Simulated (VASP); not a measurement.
Crystal: Mg.

```xyz
2
Lattice="3.2093 0.0000 0.0000 -1.6046 2.7793 0.0000 0.0000 0.0000 5.2103" Properties=species:S:1:pos:R:3 pbc="T T T"
Mg    0.0000    1.8529    1.3026
Mg    1.6047    0.9264    3.9077
```

```yaml
Program: VASP 6.6.1
Task: relaxation of cell and atoms
Functional: PBEsol
Potentials_or_basis: VASP PAW PBE potentials, release 64 (Mg)
Cutoff: 600 eV
k_mesh: 16 × 16 × 10
Occupations: gaussian, width 0.05 eV
Spin: no spin polarisation
```

At the start: pressure -1.2 GPa; volume 23.24 Å³/atom.

Problem. Where does the relaxation end?

Solution. Over 3 steps the energy falls by 2.8 meV/atom and the volume is 22.49 Å³/atom (-3.2 %); space group P6_3/mmc (No. 194, to 0.05 Å).

The path:
```csv
step,energy change (eV),largest force (eV/Å),pressure (GPa),volume (Å³)
1,0.0000,0.0000,-1.17,46.47
2,-0.0053,0.0000,-0.31,45.35
3,-0.0056,0.0000,0.00,44.98
```

Final structure:
```xyz
2
Lattice="3.1756 0.0000 0.0000 -1.5878 2.7501 0.0000 0.0000 0.0000 5.1508" Properties=species:S:1:pos:R:3 pbc="T T T"
Mg    0.0000    1.8334    1.2877
Mg    1.5878    0.9167    3.8631
```

Caveat: the PAW data sets were made with another functional, which shifts forces and pressure a little.
